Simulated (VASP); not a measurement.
# PbS (Galena) (Fm-3m) in VASP: a series of runs

Runs on PbS (Galena). Level: PBE. Tasks: single point.

Program: VASP 6.6.1. These are calculated values, not measurements. Logs are shortened: lines on timing, memory, paths and dates and some standing lists are left out, and cuts for length are marked.

**1. The cell of the first run**

Symmetry: Fm-3m, No. 225, cubic system. The conventional cell has a = 5.831 Å, b = 5.831 Å, c = 5.831 Å, α = 90.00°, β = 90.00°, γ = 90.00°. Within 3.8 Å of Pb (site symmetry m-3m) lie 6 S at 2.92 Å. Within 3.8 Å of S (site symmetry m-3m) lie 6 Pb at 2.92 Å.

**2. Single point, PBE**

Contents of INCAR:

```
  ALGO = Normal
  EDIFF = 1E-6
  ENCUT = 520
  GGA = PE
  ISIF = 2
  ISMEAR = 0
  LASPH = True
  LCHARG = False
  LREAL = False
  LWAVE = False
  NBANDS = 17
  NELM = 80
  PREC = Accurate
  SIGMA = 0.01
```

Contents of KPOINTS:

```
k-points
0
Gamma
  6 6 6
```

Contents of POSCAR:

```
PbS
1.0
    0.0000000000      2.9154733381      2.9154733381
    2.9154733381      0.0000000000      2.9154733381
    2.9154733381      2.9154733381      0.0000000000
Pb S
1 1
Direct
    0.0000000000      0.0000000000      0.0000000000
    0.5000000000      0.5000000000      0.5000000000
```

Potentials or basis: VASP PAW PBE potentials, release 64 (Pb_d, S).

Command:

```bash
$ cat potpaw_PBE.64/Pb_d/POTCAR potpaw_PBE.64/S/POTCAR > POTCAR
$ mpirun -np 1 vasp_std > vasp.out
```

OUTCAR:

```text
EDIFF = 1E-6
   ENCUT = 520
   GGA = PE
   ISIF = 2
   ISMEAR = 0
   LASPH = True
   LREAL = False
   NELM = 80
   PREC = Accurate

 ion  position               nearest neighbor table
   1  0.000  0.000  0.000-   2 2.92   2 2.92   2 2.92   2 2.92   2 2.92   2 2.92
   2  0.500  0.500  0.500-   1 2.92   1 2.92   1 2.92   1 2.92   1 2.92   1 2.92

  LATTYP: Found a face centered cubic cell.
 ALAT       =     5.8309466762

  Lattice vectors:

 A1 = (   0.0000000000,   2.9154733381,   2.9154733381)
 A2 = (   2.9154733381,   0.0000000000,   2.9154733381)
 A3 = (   2.9154733381,   2.9154733381,   0.0000000000)

Analysis of symmetry for initial positions (statically):
=====================================================================
 Subroutine PRICEL returns:
 Original cell was already a primitive cell.

 Routine SETGRP: Setting up the symmetry group for a
 face centered cubic supercell.

 Subroutine GETGRP returns: Found 48 space group operations
 (whereof 48 operations were pure point group operations)
 out of a pool of 48 trial point group operations.

The static configuration has the point symmetry O_h .

Analysis of symmetry for dynamics (positions and initial velocities):
=====================================================================
 Subroutine PRICEL returns:
 Original cell was already a primitive cell.

 Routine SETGRP: Setting up the symmetry group for a
 face centered cubic supercell.

 Subroutine GETGRP returns: Found 48 space group operations
 (whereof 48 operations were pure point group operations)
 out of a pool of 48 trial point group operations.

The dynamic configuration has the point symmetry O_h .

 Subroutine INISYM returns: Found 48 space group operations
 (whereof 48 operations are pure point group operations),
 and found     1 'primitive' translations

----------------------------------------------------------------------------------------

                                     Primitive cell

  volume of cell :      49.5630

  direct lattice vectors                    reciprocal lattice vectors
     0.000000000  2.915473338  2.915473338    -0.171498739  0.171498739  0.171498739
     2.915473338  0.000000000  2.915473338     0.171498739 -0.171498739  0.171498739
     2.915473338  2.915473338  0.000000000     0.171498739  0.171498739 -0.171498739

  length of vectors
     4.123101935  4.123101935  4.123101935     0.297044529  0.297044529  0.297044529

  position of ions in fractional coordinates (direct lattice)
     0.000000000  0.000000000  0.000000000
     0.500000000  0.500000000  0.500000000

  ion indices of the primitive-cell ions
   primitive index   ion index
                 1           1
                 2           2

----------------------------------------------------------------------------------------

 KPOINTS: k-points

Automatic generation of k-mesh.
 Grid dimensions read from file:
 generate k-points for:    6    6    6

 Generating k-lattice:

  Cartesian coordinates                     Fractional coordinates (reciprocal lattice)
    -0.028583123  0.028583123  0.028583123     0.166666667  0.000000000  0.000000000
     0.028583123 -0.028583123  0.028583123     0.000000000  0.166666667  0.000000000
     0.028583123  0.028583123 -0.028583123     0.000000000  0.000000000  0.166666667

  Length of vectors
     0.049507421  0.049507421  0.049507421

  Shift w.r.t. Gamma in fractional coordinates (k-lattice)
     0.000000000  0.000000000  0.000000000

 Subroutine IBZKPT returns following result:
 ===========================================

 Found     16 irreducible k-points:

 Following reciprocal coordinates:
            Coordinates               Weight
  0.000000  0.000000  0.000000      1.000000
  0.166667  0.000000  0.000000      8.000000
  0.333333  0.000000  0.000000      8.000000
  0.500000  0.000000  0.000000      4.000000
  0.166667  0.166667  0.000000      6.000000
  0.333333  0.166667  0.000000     24.000000
[... 8 lines left out ...]
 -0.333333  0.333333  0.166667     24.000000
 -0.333333  0.500000  0.166667     12.000000
   k-points           NKPTS =     16   k-points in BZ     NKDIM =     16   number of bands    NBANDS=     17
   number of dos      NEDOS =    301   number of ions     NIONS =      2
   total plane-waves  NPLWV =  32768
   dimension x,y,z NGX =    32 NGY =   32 NGZ =   32
   dimension x,y,z NGXF=    64 NGYF=   64 NGZF=   64
   ions per type =               1   1
   NGX,Y,Z   is equivalent  to a cutoff of  12.90, 12.90, 12.90 a.u.
   NGXF,Y,Z  is equivalent  to a cutoff of  25.81, 25.81, 25.81 a.u.
 SYSTEM =  unknown system
   PREC   = accura    normal or accurate (medium, high low for compatibility)
   ISTART =      0    job   : 0-new  1-cont  2-samecut
   ICHARG =      2    charge: 1-file 2-atom 10-const
   ISPIN  =      1    spin polarized calculation?
   LNONCOLLINEAR =      F non collinear calculations
   LSORBIT =      F    spin-orbit coupling
   LASPH  =      T    aspherical Exc in radial PAW
   ENCUT  =  520.0 eV  38.22 Ry    6.18 a.u.   7.67  7.67  7.67*2*pi/ulx,y,z
   NELM   =     80;   NELMIN=  2; NELMDL= -5     # of ELM steps
   EDIFF  = 0.1E-05   stopping-criterion for ELM
   LREAL  =      F    real-space projection
   EDIFFG = 0.1E-04   stopping-criterion for IOM
   NSW    =      0    number of steps for IOM
   IBRION =     -1    ionic relax: 0-MD 1-quasi-New 2-CG
   NFREE  =      0    steps in history (QN), initial steepest desc. (CG)
   ISIF   =      2    stress and relaxation
   ISYM   =      2    0-nonsym 1-usesym 2-fastsym
   POTIM  = 0.5000    time-step for ionic-motion
   TEBEG  =    0.0;   TEEND  =   0.0 temperature during run
   PSTRESS=    0.0 pullay stress
   NELECT =      20.0000    total number of electrons
   NUPDOWN=      -1.0000    fix difference up-down
   EMIN   =  10.00;   EMAX   =-10.00  energy-range for DOS
   EFERMI =   0.00;   METHOD = LEGACY
   ISMEAR =     0;   SIGMA  =   0.01  broadening in eV -4-tet -1-fermi 0-gaus
   EFERMI_NEDOS =   21; number of points for ismear=-14 and -15
   IALGO  =     38    algorithm
   IMIX   =      4    mixing-type and parameters
     AMIX     =   0.40;   BMIX     =  1.00
     AMIX_MAG =   1.60;   BMIX_MAG =  1.00
  volume/ion in A,a.u.               =      24.78       167.23
  Fermi-wavevector in a.u.,A,eV,Ry     =   1.209760  2.286114 19.912376  1.463518
  Thomas-Fermi vector in A             =   2.345327
   LORBIT       =      0    0 simple, 1 ext, 2 COOP (PROOUT), +10 PAW based schemes
   GGA     = PE    functional components
   LHFCALC =     F    Hartree Fock is set to
   AEXX    =    0.0000 exact exchange contribution
   IVDW    =     0    specifies the selected vdW correction
   LEPSILON=     F    determine dielectric tensor
   LRPA    =     F    only Hartree local field effects (RPA)
 non-spin polarized calculation
 Gauss-broadening in eV      SIGMA  =   0.01
  energy-cutoff  :      520.00
  volume of cell :       49.56
 maximum number of plane-waves:      1363
 NGX is ok and might be reduce to    32
   NGX = 15   NGY = 15   NGZ = 15

 number of electron      19.9999998 magnetization

 Free energy of the ion-electron system (eV)
  ---------------------------------------------------
  ext. energy  EPLUGINS =         0.00000000
  ---------------------------------------------------
  free energy    TOTEN  =        -8.69399830 eV

  energy without entropy =       -8.69399830  energy(sigma->0) =       -8.69399830

 E-fermi :   6.6483     XC(G=0):  -9.9272

 val. band max:        6.5823038444   @ k =   0.5000   0.0000   0.0000
 cond. band min:       6.7434568467   @ k =   0.5000   0.0000   0.0000
 fundamental gap:      0.1611530023
 Fermi energy:         6.6483247655

 k-point     1 :       0.0000    0.0000    0.0000
  band No.  band energies     occupation
      1     -10.3996      2.00000
      2     -10.3996      2.00000
      3     -10.3996      2.00000
      4     -10.3847      2.00000
      5     -10.3847      2.00000
      6      -7.5638      2.00000
[... 9 lines left out ...]
     16      13.1087      0.00000
     17      15.0124      0.00000

 k-point     2 :       0.1667    0.0000    0.0000
  band No.  band energies     occupation
      1     -10.3991      2.00000
      2     -10.3991      2.00000
      3     -10.3985      2.00000
      4     -10.3810      2.00000
      5     -10.3810      2.00000
      6      -7.3105      2.00000
[... 9 lines left out ...]
     16      13.7457      0.00000
     17      17.0196      0.00000

 k-point     3 :       0.3333    0.0000    0.0000
  band No.  band energies     occupation
      1     -10.4167      2.00000
      2     -10.4167      2.00000
      3     -10.3974      2.00000
      4     -10.3547      2.00000
      5     -10.3547      2.00000
      6      -6.6603      2.00000
[... 9 lines left out ...]
     16      15.1730      0.00000
     17      19.0489      0.00000

 k-point     4 :       0.5000    0.0000    0.0000
  band No.  band energies     occupation
      1     -10.4261      2.00000
      2     -10.4261      2.00000
      3     -10.3975      2.00000
      4     -10.3409      2.00000
      5     -10.3409      2.00000
      6      -6.1919      2.00000
[... 9 lines left out ...]
     16      16.5437      0.00000
     17      17.1708      0.00000
[... 183 lines left out ...]
      1     -10.4888      2.00000
      2     -10.4013      2.00000
      3     -10.3908      2.00000
      4     -10.3515      2.00000
      5     -10.3454      2.00000
      6      -6.1215      2.00000
[... 9 lines left out ...]
     16      17.1770      0.00000
     17      17.5812      0.00000

 k-point    15 :      -0.3333    0.3333    0.1667
  band No.  band energies     occupation
      1     -10.5032      2.00000
      2     -10.3969      2.00000
      3     -10.3770      2.00000
      4     -10.3731      2.00000
      5     -10.3341      2.00000
      6      -5.7762      2.00000
[... 9 lines left out ...]
     16      17.9002      0.00000
     17      18.3956      0.00000

 k-point    16 :      -0.3333    0.5000    0.1667
  band No.  band energies     occupation
      1     -10.5471      2.00000
      2     -10.4061      2.00000
      3     -10.3743      2.00000
      4     -10.3531      2.00000
      5     -10.3252      2.00000
      6      -5.6342      2.00000
[... 9 lines left out ...]
     16      18.5041      0.00000
     17      18.7206      0.00000

------------------------ aborting loop because EDIFF is reached ----------------------------------------

  FORCE on cell =-STRESS in cart. coord.  units (eV):
  Direction    XX          YY          ZZ          XY          YZ          ZX
  --------------------------------------------------------------------------------------
  -------------------------------------------------------------------------------------
  Total        1.7521714      1.7521714      1.7521714      0.0000000      0.0000000      0.0000000
  in kB       56.6408736     56.6408736     56.6408736      0.0000000      0.0000000      0.0000000
  external PRESSURE =      56.6408736 kB  Pullay stress =       0.0000000 kB

 VOLUME and BASIS-vectors are now :
 -----------------------------------------------------------------------------
  energy-cutoff  :      520.00
  volume of cell :       49.56
      direct lattice vectors                 reciprocal lattice vectors
     0.000000000  2.915473338  2.915473338    -0.171498739  0.171498739  0.171498739
     2.915473338  0.000000000  2.915473338     0.171498739 -0.171498739  0.171498739
     2.915473338  2.915473338  0.000000000     0.171498739  0.171498739 -0.171498739

 POSITION                                       TOTAL-FORCE (eV/Angst)
 -----------------------------------------------------------------------------------
      0.00000      0.00000      0.00000        -0.000000     -0.000000     -0.000000
      2.91547      2.91547      2.91547         0.000000      0.000000      0.000000
 -----------------------------------------------------------------------------------
    total drift:                                0.000000     -0.000000     -0.000000

  FREE ENERGIE OF THE ION-ELECTRON SYSTEM (eV)
  ---------------------------------------------------
  free  energy   TOTEN  =        -8.6939983047 eV

  energy  without entropy=       -8.6939983047  energy(sigma->0) =       -8.69399830
```

Wall time 7.1 s (1 thread of Intel Xeon 6975P-C (Granite Rapids), shared host); peak memory 0.17 GiB.

Results:

```yaml
Free_energy: -8.6940 eV
Pressure: 5.7 GPa
Band_gap_on_the_k_mesh: 0.16 eV, direct
```

Levels at points of the mesh, in eV from the valence-band top:
```
           k point  band 6  band 7  band 8  band 9  band 10  band 11  band 12  band 13  band 14  band 15
(0.00, 0.00, 0.00)  -14.15   -6.00   -2.51   -2.51    -2.51     5.30     5.30     5.30     6.53     6.53
(0.50, 0.00, 0.00)  -12.77   -9.23   -2.07   -2.07     0.00     0.16     1.78     1.78     8.66     9.96
(0.50, 0.50, 0.00)  -12.24   -7.35   -5.72   -3.86    -3.86     3.56     5.68     5.82     5.82    11.15
```

Caveat: spin-orbit coupling is left out, which moves the levels of the heavy elements. A k mesh can miss the band edges.

**3. Single point, PBE**

This run uses another cell than the first one, of 26.35 Å³/atom, 1.063 times its volume.

Contents of INCAR:

```
PREC = Accurate
ENCUT = 520
EDIFF = 1E-6
ISMEAR = 0
SIGMA = 0.01
LREAL = F
LASPH = T
NELM = 100
ALGO = Normal
ISIF = 2
LWAVE = F
LCHARG = T
GGA = PE
LELF = T
LVHAR = T
NBANDS = 17
```

Contents of KPOINTS:

```
Automatic mesh
0
Gamma
  6 6 6
```

Contents of POSCAR:

```
PbS
1.0
    0.0000000000      2.9756030624      2.9756030624
    2.9756030624      0.0000000000      2.9756030624
    2.9756030624      2.9756030624      0.0000000000
Pb S
1 1
Direct
    0.0000000000      0.0000000000      0.0000000000
    0.5000000000      0.5000000000      0.5000000000
```

Potentials or basis: VASP PAW PBE potentials, release 64 (Pb_d, S).

Command:

```bash
$ cat potpaw_PBE.64/Pb_d/POTCAR potpaw_PBE.64/S/POTCAR > POTCAR
$ mpirun -np 1 vasp_std > vasp.out
```

Wall time 6.5 s (1 thread of Intel Xeon 6975P-C (Granite Rapids), shared host); peak memory 0.17 GiB.

Results (log left out):

| Item | Value |
| --- | --- |
| Free energy | -8.7638 eV |
| Pressure | 1.5 GPa |
| Band gap on the k mesh | 0.40 eV, direct |

Levels at points of the mesh, in eV from the valence-band top:
```
           k point  band 6  band 7  band 8  band 9  band 10  band 11  band 12  band 13  band 14  band 15
(0.00, 0.00, 0.00)  -13.50   -6.04   -2.11   -2.11    -2.11     5.20     5.20     5.20     6.77     6.77
(0.50, 0.00, 0.00)  -12.28   -8.78   -1.73   -1.73     0.00     0.40     2.00     2.00     8.66    10.15
(0.50, 0.50, 0.00)  -11.87   -7.18   -5.10   -3.37    -3.37     3.92     5.55     5.66     5.66    11.18
```

Caveat: spin-orbit coupling is left out, which moves the levels of the heavy elements.

**4. Single point, PBE**

This run uses another cell than the first one, of 27.91 Å³/atom, 1.126 times its volume.

Contents of INCAR:

```
  PREC = Accurate
  ENCUT = 520
  EDIFF = 1E-7
  ISMEAR = 0
  SIGMA = 0.01
  LREAL = False
  LASPH = True
  NELM = 100
  ALGO = Normal
  ISIF = 2
  LWAVE = False
  LCHARG = False
  GGA = PE
  NBANDS = 17
```

KPOINTS is that of step 3.

Contents of POSCAR:

```
PbS
1.0
    0.0000000000      3.0333961529      3.0333961529
    3.0333961529      0.0000000000      3.0333961529
    3.0333961529      3.0333961529      0.0000000000
Pb S
1 1
Direct
    0.0000000000      0.0000000000      0.0000000000
    0.5000000000      0.5000000000      0.5000000000
```

Command:

```bash
$ cat potpaw_PBE.64/Pb_d/POTCAR potpaw_PBE.64/S/POTCAR > POTCAR
$ mpirun -np 1 vasp_std > vasp.out
```

It took 6.9 s on 1 thread of Intel Xeon 6975P-C (Granite Rapids), shared host; peak memory 0.17 GiB.

The run converged. Its results:

```
Free energy            : -8.7637 eV
Pressure               : -1.5 GPa
Band gap on the k mesh : 0.59 eV, direct
```

Levels at points of the mesh, in eV from the valence-band top:
```tsv
k point	band 8	band 9	band 10	band 11	band 12	band 13
(0.00, 0.00, 0.00)	-1.78	-1.78	-1.78	5.07	5.07	5.07
(0.50, 0.00, 0.00)	-1.44	-1.44	0.00	0.59	2.16	2.16
(0.50, 0.50, 0.00)	-4.57	-2.95	-2.95	4.21	5.41	5.49
```

Caveat: spin-orbit coupling is left out, which moves the levels of the heavy elements. A k mesh can miss the band edges.

**5. Summary**

```csv
cell,gap on the mesh (eV),pressure (GPa)
"a = 4.123 Å, angles 60.0°, 2 atoms",0.16,5.7
"a = 4.208 Å, angles 60.0°, 2 atoms",0.40,1.5
"a = 4.290 Å, angles 60.0°, 2 atoms",0.59,-1.5
```

Alike in all rows: task single point; level PBE; potentials or basis VASP PAW PBE potentials, release 64 (Pb_d, S); no spin polarisation; k mesh 6 × 6 × 6; cutoff (eV) 520; smearing gaussian 0.01 eV.

Caveats: spin-orbit coupling is left out, which moves the levels of the heavy elements.

Total energies depend on the potentials used, so only differences within one code and one set of settings carry meaning.
